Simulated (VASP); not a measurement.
Write the native input for VASP 6.6.1 that does the following.

```
Task                   : single point
Functional             : PBE
Potentials or basis    : VASP PAW PBE potentials, release 64 (Os)
Cutoff                 : 520 eV
k mesh                 : 11 × 11 × 6
Occupations            : fermi-dirac, width 0.0816 eV
Spin                   : no spin polarisation
Dipole correction      : no
Further INCAR settings : ALGO = Normal; EDIFF = 1e-06; NBANDS = 15
```

The structure of Os lies in POSCAR:

```
Os
1.0
    2.7305981567      0.0000000000      0.0000000000
   -1.3652990784      2.3647673712      0.0000000000
    0.0000000000      0.0000000000      4.4235690139
Os
2
Direct
    0.3333333330      0.6666666670      0.2500000000
    0.6666666670      0.3333333330      0.7500000000
```

One way to write it, as run:

INCAR

```
  PREC = Accurate
  ENCUT = 520
  EDIFF = 1E-6
  ISMEAR = -1
  SIGMA = 0.0816
  LREAL = False
  LASPH = True
  NELM = 80
  ALGO = Normal
  ISIF = 2
  LWAVE = False
  LCHARG = False
  GGA = PE
  NBANDS = 15
```

KPOINTS

```
Automatic mesh
0
Gamma
  11 11 6
```

Potentials or basis: VASP PAW PBE potentials, release 64 (Os).

Launch:

```console
$ cat potpaw_PBE.64/Os/POTCAR > POTCAR
$ mpirun -np 1 vasp_std > vasp.out
```

Results of the run:

```yaml
Pressure: -0.3 GPa
Band_gap_on_the_k_mesh: zero (band 8 reaches 11.29 eV, above the bottom of band 9 at 7.54 eV)
```

Caveat: spin-orbit coupling is left out, which moves the levels of the heavy elements.

It took 31 s on 1 thread of Intel Xeon 8259CL, on a shared host, peak memory 0.15 GiB.
